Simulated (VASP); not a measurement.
A run of VASP 6.6.1 is set up as follows.

File INCAR:

```
PREC = Accurate
ENCUT = 520
EDIFF = 1E-7
ISMEAR = 0
SIGMA = 0.01
LREAL = False
LASPH = True
NELM = 80
ALGO = Normal
ISIF = 2
LWAVE = False
LCHARG = False
GGA = PE
NBANDS = 16
```

KPOINTS

```
Automatic mesh
0
Gamma
  6 6 2
```

The input POSCAR:

```
AlN
1.0
    3.1066945046      0.0000000000      0.0000000000
   -1.5533472523      2.6904763628      0.0000000000
    0.0000000000      0.0000000000      4.9785885553
Al N
2 2
Direct
    0.3333333333      0.6666666667     -0.0007956040
    0.6666666667      0.3333333333      0.4992043960
    0.3333333333      0.6666666667      0.3807956040
    0.6666666667      0.3333333333      0.8807956040
```

Potentials or basis: VASP PAW PBE potentials, release 64 (Al, N).

Command:

```bash
$ cat potpaw_PBE.64/Al/POTCAR potpaw_PBE.64/N/POTCAR > POTCAR
$ mpirun -np 1 vasp_std > vasp.out
```

Question: Estimate the band gap on the k mesh.

Answer: 4.24 eV, direct.

Question: What does it give for the pressure?

Answer: 4.4 GPa.

Question: What does it give for the largest force?

Answer: 0.011 eV/Å.

Stress tensor (GPa, compression positive):
```
4.40 0.00 0.00
0.00 4.40 0.00
0.00 0.00 4.28
```

Caveat: the k points lie up to 0.63 Å⁻¹ apart.
